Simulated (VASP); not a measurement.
# I (Cmce) in VASP: a series of runs

I is run at these levels: LDA; tasks: single point, relaxation of volume and atoms at fixed shape.

All numbers are computed with VASP 6.6.1; they aren't measurements. Logs are shortened: lines on timing, memory, paths and dates and some standing lists are left out, and cuts for length are marked.

## 1. The cell of the first run

The structure is orthorhombic, space group Cmce (No. 64). Conventional cell: a = 6.908 Å, b = 4.551 Å, c = 9.306 Å, α = 90.00°, β = 90.00°, γ = 90.00°. I (site symmetry m) has 4 I at 2.79 to 3.74 Å within 3.8 Å.

## 2. Single point, LDA

Input file INCAR:

```
SYSTEM = I
PREC = Accurate
ENCUT = 500
EDIFF = 1E-6
ISMEAR = -1
SIGMA = 0.02
LREAL = .False.
LASPH = .True.
NELM = 120
ALGO = Normal
ISIF = 2
LWAVE = .False.
LCHARG = .False.
NBANDS = 22
GGA_COMPAT = .False.
```

Input file KPOINTS:

```
Automatic mesh
0
Gamma
  5 5 2
  0 0 0
```

Input file POSCAR:

```
I
1.0
    3.4539527139     -2.2757100905      0.0000000000
    3.4539527139      2.2757100905      0.0000000000
    0.0000000000      0.0000000000      9.3055716564
I
4
Direct
    0.8246468198      0.1753531802      0.8769502304
    0.6753531802      0.3246468198      0.3769502304
    0.3246468198      0.6753531802      0.6230497696
    0.1753531802      0.8246468198      0.1230497696
```

Potentials or basis: VASP PAW LDA potentials, release 64 (I).

Started as:

```console
cat potpaw_LDA.64/I/POTCAR > POTCAR
mpirun -np 1 vasp_std > vasp.out
```

OUTCAR:

```text
SYSTEM = I
   PREC = Accurate
   ENCUT = 500
   EDIFF = 1E-6
   ISMEAR = -1
   LREAL = .False.
   LASPH = .True.
   NELM = 120
   ISIF = 2

 ion  position               nearest neighbor table
   1  0.825  0.175  0.877-   4 2.79   3 3.28   3 3.28
   2  0.675  0.325  0.377-   3 2.79   4 3.28   4 3.28
   3  0.325  0.675  0.623-   2 2.79   1 3.28   1 3.28
   4  0.175  0.825  0.123-   1 2.79   2 3.28   2 3.28

  LATTYP: Found a base centered orthorhombic cell.
 ALAT       =     4.5514201810
 B/A-ratio  =     1.5177472422
 C/A-ratio  =     2.0445424255

  Lattice vectors:

 A1 = (  -3.4539527139,  -2.2757100905,   0.0000000000)
 A2 = (   3.4539527139,  -2.2757100905,   0.0000000000)
 A3 = (   0.0000000000,   0.0000000000,   9.3055716564)

Analysis of symmetry for initial positions (statically):
=====================================================================
 Subroutine PRICEL returns:
 Original cell was already a primitive cell.

 Routine SETGRP: Setting up the symmetry group for a
 base centered orthorhombic supercell.

 Subroutine GETGRP returns: Found  8 space group operations
 (whereof  4 operations were pure point group operations)
 out of a pool of  8 trial point group operations.

The static configuration has the point symmetry C_2h.
 The point group associated with its full space group is D_2h.

Analysis of symmetry for dynamics (positions and initial velocities):
=====================================================================
 Subroutine PRICEL returns:
 Original cell was already a primitive cell.

 Routine SETGRP: Setting up the symmetry group for a
 base centered orthorhombic supercell.

 Subroutine GETGRP returns: Found  8 space group operations
 (whereof  4 operations were pure point group operations)
 out of a pool of  8 trial point group operations.

The dynamic configuration has the point symmetry C_2h.
 The point group associated with its full space group is D_2h.

 Subroutine INISYM returns: Found  8 space group operations
 (whereof  4 operations are pure point group operations),
 and found     1 'primitive' translations

----------------------------------------------------------------------------------------

[... 84 lines left out ...]
   LNONCOLLINEAR =      F non collinear calculations
   LSORBIT =      F    spin-orbit coupling
   LASPH  =      T    aspherical Exc in radial PAW
   ENCUT  =  500.0 eV  36.75 Ry    6.06 a.u.   7.54  7.54 16.97*2*pi/ulx,y,z
   NELM   =    120;   NELMIN=  2; NELMDL= -5     # of ELM steps
   EDIFF  = 0.1E-05   stopping-criterion for ELM
   LREAL  =      F    real-space projection
   EDIFFG = 0.1E-04   stopping-criterion for IOM
   NSW    =      0    number of steps for IOM
   IBRION =     -1    ionic relax: 0-MD 1-quasi-New 2-CG
   NFREE  =      0    steps in history (QN), initial steepest desc. (CG)
   ISIF   =      2    stress and relaxation
   ISYM   =      2    0-nonsym 1-usesym 2-fastsym
   POTIM  = 0.5000    time-step for ionic-motion
   TEBEG  =    0.0;   TEEND  =   0.0 temperature during run
   PSTRESS=    0.0 pullay stress
   NELECT =      28.0000    total number of electrons
   NUPDOWN=      -1.0000    fix difference up-down
   EMIN   =  10.00;   EMAX   =-10.00  energy-range for DOS
   EFERMI =   0.00;   METHOD = LEGACY
   ISMEAR =    -1;   SIGMA  =   0.02  broadening in eV -4-tet -1-fermi 0-gaus
   EFERMI_NEDOS =   21; number of points for ismear=-14 and -15
   IALGO  =     38    algorithm
   IMIX   =      4    mixing-type and parameters
     AMIX     =   0.40;   BMIX     =  1.00
     AMIX_MAG =   1.60;   BMIX_MAG =  1.00
  volume/ion in A,a.u.               =      36.57       246.80
  Fermi-wavevector in a.u.,A,eV,Ry     =   0.943464  1.782889 12.110879  0.890125
  Thomas-Fermi vector in A             =   2.071174
   LORBIT       =      0    0 simple, 1 ext, 2 COOP (PROOUT), +10 PAW based schemes
   GGA     = CA    functional components
   LHFCALC =     F    Hartree Fock is set to
   AEXX    =    0.0000 exact exchange contribution
   IVDW    =     0    specifies the selected vdW correction
   LEPSILON=     F    determine dielectric tensor
   LRPA    =     F    only Hartree local field effects (RPA)
 non-spin polarized calculation
  energy-cutoff  :      500.00
  volume of cell :      146.29
 maximum number of plane-waves:      3745
 NGX is ok and might be reduce to    30
   NGX = 15   NGY = 15   NGZ = 33

 number of electron      27.9999996 magnetization

 Free energy of the ion-electron system (eV)
  ---------------------------------------------------
  ext. energy  EPLUGINS =         0.00000000
  ---------------------------------------------------
  free energy    TOTEN  =        -8.06359707 eV

  energy without entropy =       -8.06359707  energy(sigma->0) =       -8.06359707

 E-fermi :   4.3824     XC(G=0):  -9.0688

 val. band max:        3.8621863053   @ k =  -0.4000   0.2000   0.5000
 cond. band min:       4.8080238335   @ k =   0.4000   0.4000   0.5000
 fundamental gap:      0.9458375282
 Fermi energy:         4.3823790071

 k-point     1 :       0.0000    0.0000    0.0000
  band No.  band energies     occupation
      1     -10.0043      2.00000
      2      -9.0718      2.00000
      3      -8.3670      2.00000
      4      -6.7250      2.00000
      5      -0.8106      2.00000
      6       0.7399      2.00000
[... 439 lines left out ...]
     21      11.2614      0.00000
     22      11.2614      0.00000

------------------------ aborting loop because EDIFF is reached ----------------------------------------

  FORCE on cell =-STRESS in cart. coord.  units (eV):
  Direction    XX          YY          ZZ          XY          YZ          ZX
  --------------------------------------------------------------------------------------
  -------------------------------------------------------------------------------------
  Total        0.4103272     -0.4713970      0.0924683      0.0000000      0.0000000      0.0000000
  in kB        4.4940150     -5.1628683      1.0127383      0.0000000      0.0000000      0.0000000
  external PRESSURE =       0.1146283 kB  Pullay stress =       0.0000000 kB

 VOLUME and BASIS-vectors are now :
 -----------------------------------------------------------------------------
  energy-cutoff  :      500.00
  volume of cell :      146.29
      direct lattice vectors                 reciprocal lattice vectors
     3.453952714 -2.275710091  0.000000000     0.144761681 -0.219711642  0.000000000
     3.453952714  2.275710091  0.000000000     0.144761681  0.219711642  0.000000000
     0.000000000  0.000000000  9.305571656     0.000000000  0.000000000  0.107462501

 POSITION                                       TOTAL-FORCE (eV/Angst)
 -----------------------------------------------------------------------------------
      3.45395     -1.47760      8.16052         0.000000     -0.002325      0.003666
      3.45395     -0.79811      3.50774         0.000000      0.002325      0.003666
      3.45395      0.79811      5.79783         0.000000     -0.002325     -0.003666
      3.45395      1.47760      1.14505         0.000000      0.002325     -0.003666
 -----------------------------------------------------------------------------------
    total drift:                               -0.000000     -0.000000     -0.000000

  FREE ENERGIE OF THE ION-ELECTRON SYSTEM (eV)
  ---------------------------------------------------
  free  energy   TOTEN  =        -8.0635970719 eV

  energy  without entropy=       -8.0635970719  energy(sigma->0) =       -8.06359707
```

It took 33 s on 1 thread of AMD EPYC 7R13 (Zen 3), shared host; peak memory 0.17 GiB.

Results:

* Free energy: -8.0636 eV
* Pressure: 0.0 GPa
* Largest force: 0.004 eV/Å
* Band gap on the k mesh: 0.95 eV (least direct gap 1.32 eV)

Forces in eV/Å, atoms in the order of the input:
```
I    0.000 -0.002  0.004
I    0.000  0.002  0.004
I    0.000 -0.002 -0.004
I    0.000  0.002 -0.004
```

Stress tensor (GPa, compression positive):
```
 0.45  0.00  0.00
 0.00 -0.52  0.00
 0.00  0.00  0.10
```

Caveat: spin-orbit coupling is left out, which moves the levels of the heavy elements; an odd mesh through Γ misses points on the zone boundary, where band edges can lie.

## 3. Relaxation of volume and atoms at fixed shape, LDA

This run uses another cell than the first one, of 42.63 Å³/atom.

Input file INCAR:

```
ALGO = Normal ; EDIFF = 1E-7
EDIFFG = -0.01 ; ENCUT = 500
GGA_COMPAT = F ; IBRION = 2
ISIF = 8 ; ISMEAR = -1
LASPH = T ; LCHARG = F
LREAL = F ; LWAVE = F
NELM = 120 ; NELMIN = 4
NSW = 80 ; PREC = Accurate
SIGMA = 0.02
```

Input file KPOINTS:

```
k-points
0
Gamma
  5 5 2
```

Input file POSCAR:

```
I
1.0
    3.6350350000     -2.3950200000      0.0000000000
    3.6350350000      2.3950200000      0.0000000000
    0.0000000000      0.0000000000      9.7934400000
I
4
Direct
    0.8507000000      0.1493000000      0.8844000000
    0.6493000000      0.3507000000      0.3844000000
    0.3507000000      0.6493000000      0.6156000000
    0.1493000000      0.8507000000      0.1156000000
```

Potentials or basis: VASP PAW LDA potentials, release 64 (I).

Started as:

```console
cat potpaw_LDA.64/I/POTCAR > POTCAR
mpirun -np 1 vasp_std > vasp.out
```

Wall time 4.4 min (1 thread of AMD EPYC 7R13 (Zen 3), shared host); peak memory 0.19 GiB.

Results (log left out):

| Quantity | Value |
| --- | --- |
| Free energy | -8.0643 eV |
| Relaxed volume | 36.62 Å³/atom |
| Relaxed cell | a = 4.138 Å, b = 4.138 Å, c = 9.309 Å, α = 90.00°, β = 90.00°, γ = 66.76° |
| Space group after relaxing (to 0.1 Å) | Cmce (No. 64) |
| Energy gained by relaxing | 66.7 meV/atom |
| Ionic steps | 14 |
| Pressure after relaxing | 0.0 GPa |
| Largest force after relaxing | 0.005 eV/Å |
| Band gap on the k mesh | 0.95 eV (least direct gap 1.32 eV) |

Forces in eV/Å, atoms in the order of the input:
```
I    0.000  0.003  0.004
I    0.000 -0.003  0.004
I    0.000  0.003 -0.004
I    0.000 -0.003 -0.004
```

Stress tensor (GPa, compression positive):
```
 0.43  0.00  0.00
 0.00 -0.53  0.00
 0.00  0.00  0.09
```

The path:
```
step  energy change (eV)  largest force (eV/Å)  pressure (GPa)  volume (Å³)
   1              0.0000                0.7219           -0.88       170.52
   2             -0.1152                0.4401           -1.06       164.80
   3             -0.2202                0.3801           -0.09       149.10
   4             -0.2318                0.1464           -0.62       153.57
   5             -0.2329                0.1859           -0.53       152.66
   6             -0.2412                0.1965            0.49       147.81
   7             -0.2420                0.1802            0.24       148.90
   8             -0.2518                0.1432            0.18       148.49
   9             -0.2644                0.1030            0.06       147.39
  10             -0.2645                0.1079            0.04       147.29
  11             -0.2658                0.0360           -0.28       147.63
  12             -0.2662                0.0160           -0.18       147.51
  13             -0.2666                0.0162            0.10       145.89
  14             -0.2668                0.0047            0.00       146.46
```

Final structure:
```yaml
crystal:
  lattice:
    - [3.45533, -2.27662, 0.00000]
    - [3.45533, 2.27662, 0.00000]
    - [0.00000, 0.00000, 9.30929]
  atoms:
    - { symbol: I, position: [0.82514, 0.17486, 0.87692] }
    - { symbol: I, position: [0.67486, 0.32514, 0.37692] }
    - { symbol: I, position: [0.32514, 0.67486, 0.62308] }
    - { symbol: I, position: [0.17486, 0.82514, 0.12308] }
```

Levels at points of the mesh, in eV from the valence-band top:
| k point | band 11 | band 12 | band 13 | band 14 | band 15 | band 16 | band 17 | band 18 |
| --- | --- | --- | --- | --- | --- | --- | --- | --- |
| (0.00, 0.00, 0.00) | -0.75 | -0.67 | -0.09 | -0.03 | 1.47 | 2.02 | 4.53 | 5.50 |
| (0.00, 0.00, 0.50) | -0.68 | -0.68 | -0.05 | -0.05 | 1.29 | 1.29 | 5.56 | 5.56 |

Caveat: spin-orbit coupling is left out, which moves the levels of the heavy elements; an odd mesh through Γ misses points on the zone boundary, where band edges can lie.
